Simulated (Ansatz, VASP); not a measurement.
# Ti: VASP beside Ansatz

File INCAR:

```
SYSTEM = Ti
  PREC = Accurate
  ENCUT = 520
  EDIFF = 1E-7
  ISMEAR = 0
  SIGMA = 0.15
  LREAL = .False.
  LASPH = .True.
  NELM = 100
  ALGO = Fast
  ISIF = 2
  LWAVE = .False.
  LCHARG = .False.
  GGA = PE
  NBANDS = 12
```

Contents of KPOINTS:

```
regular mesh
0
Gamma
  22 22 22
  0 0 0
```

The input POSCAR:

```
Ti
1.0
   -1.4611017904      1.4611017904      1.6966313991
    1.4611017904     -1.4611017904      1.6966313991
    1.4611017904      1.4611017904     -1.6966313991
Ti
1
Direct
    0.0000000000      0.0000000000      0.0000000000
```

Input for Ansatz:

```yaml
crystal:
  lattice:
    - [-1.4611017904, 1.4611017904, 1.6966313991]
    - [1.4611017904, -1.4611017904, 1.6966313991]
    - [1.4611017904, 1.4611017904, -1.6966313991]
  atoms:
    - { symbol: Ti, position: [0.0, 0.0, 0.0] }
basis:
  ecutwfc: 520.0
kpoints:
  mp_grid: { grid: [22, 22, 22] }
hamiltonian:
  xc: pbe
  pseudopotentials: { kind: paw, azcp: { folder: soft_1 } }
scf:
  occupations: { method: gaussian, width: 0.15 }
output:
  forces: true
  stress: true
  eigenvalues: true
```

Alike in both runs: task single point; functional PBE; k mesh 22 × 22 × 22; occupations gaussian, width 0.15 eV; no spin polarisation.

```csv
,VASP,Ansatz
version,VASP 6.6.1,Ansatz 0.2.0
potentials or method,"VASP PAW PBE potentials, release 64 (Ti_sv), cutoff 520 eV","scalar-relativistic, plane waves, PAW"
valence electrons in the cell,12,12
```

```csv
,VASP,Ansatz,Ansatz less VASP
gap on the k mesh at the Fermi level (eV),none,none,-
pressure (GPa),25.1,25.6,+0.48
"traceless stress, the component that is largest in VASP (GPa)",0.95,0.88,-0.069
```

A gap of «none» marks a metal or a gap that the smearing closes. With one functional, cell and mesh, what is left measures potentials, basis and numerics.
